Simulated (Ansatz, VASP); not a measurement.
## LiSc4 in VASP and in Ansatz

Contents of INCAR:

```
PREC = Accurate
ENCUT = 600
EDIFF = 1E-7
ISMEAR = 0
SIGMA = 0.1
LREAL = F
LASPH = T
NELM = 80
ALGO = Fast
ISIF = 3
LWAVE = F
LCHARG = F
GGA = PE
IBRION = 2
NSW = 100
EDIFFG = -0.01
```

KPOINTS

```
regular mesh
0
Gamma
  8 8 8
```

POSCAR

```
LiSc4
1.0
    5.2243075101      0.0000000000      0.0000000000
    0.0000000000      5.2243075101      0.0000000000
    0.0000000000      0.0000000000      5.2243075101
Li Sc
1 4
Direct
    0.0000000000      0.0000000000      0.0000000000
    0.0000000000      0.5000000000      0.5000000000
    0.5000000000      0.0000000000      0.5000000000
    0.5000000000      0.5000000000      0.0000000000
    0.5000000000      0.5000000000      0.5000000000
```

Input for Ansatz:

```yaml
crystal:
  lattice:
    - [5.2243075101, 0.0, 0.0]
    - [0.0, 5.2243075101, 0.0]
    - [0.0, 0.0, 5.2243075101]
  atoms:
    - { symbol: Li, position: [0.0, 0.0, 0.0] }
    - { symbol: Sc, position: [0.0, 0.5, 0.5] }
    - { symbol: Sc, position: [0.5, 0.0, 0.5] }
    - { symbol: Sc, position: [0.5, 0.5, 0.0] }
    - { symbol: Sc, position: [0.5, 0.5, 0.5] }
basis:
  ecutwfc: 420
kpoints:
  mp_grid: { grid: [8, 8, 8] }
hamiltonian:
  xc: pbe
scf:
  occupations: { method: gaussian, width: 0.1 }
output:
  forces: true
  stress: true
  eigenvalues: true
relax:
  adjacent_minimum: "off"
  f_tol: 0.01
  max_steps: 80
  cell: { stress_tol: 0.05 }
```

Alike in both runs: task relaxation of cell and atoms; functional PBE; k mesh 8 × 8 × 8; occupations gaussian, width 0.1 eV; no spin polarisation.

|  | VASP | Ansatz |
| --- | --- | --- |
| version | VASP 6.6.1 | Ansatz 0.2.0 |
| potentials or method | VASP PAW PBE potentials, release 64 (Li_sv, Sc_sv), cutoff 600 eV | scalar-relativistic, plane waves, PAW |
| valence electrons in the cell | 47 | 47 |

|  | VASP | Ansatz | Ansatz less VASP |
| --- | --- | --- | --- |
| gap on the k mesh at the Fermi level, each at its own relaxed structure (eV) | none | none | - |
| relaxed volume (Å³/atom) | 28.69 | 28.61 | -0.085 |
| relaxed cell length with the largest relative difference (Å) | 5.235 | 5.230 | -0.0052 |

A gap of «none» marks a metal or a gap that the smearing closes.

Noted on VASP's run: the cutoff is short for stress, so the pressure is rough.
